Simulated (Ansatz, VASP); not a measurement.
# One calculation of Pb, two programs

```
Pb
1.0
     0.00000    2.43755    2.43755
     2.43755    0.00000    2.43755
     2.43755    2.43755    0.00000
Pb
1
Direct
  0.00000 0.00000 0.00000
```

Alike in both runs: task single point; functional LDA; k mesh 11 × 11 × 11; occupations gaussian, width 0.3 eV; no spin polarisation.

|  | VASP | Ansatz |
| --- | --- | --- |
| version | VASP 6.6.1 | Ansatz 0.2.0 |
| potentials or method | VASP PAW LDA potentials, release 64 (Pb_d), cutoff 520 eV | plane waves (420 eV) with PAW, scalar-relativistic |
| valence electrons in the cell | 14 | 14 |

Ansatz gave:

| Property | Result |
| --- | --- |
| pressure (GPa) | 0.0 |

**Question.** Which values does VASP return?

**Answer.** Pressure (GPa): 0.1.

Ansatz warns that its potentials were made for another functional, while VASP's fit it. LDA's correlation is that of Perdew and Zunger in VASP and of Perdew and Wang (1992) in Ansatz.

Spin-orbit coupling is off throughout.
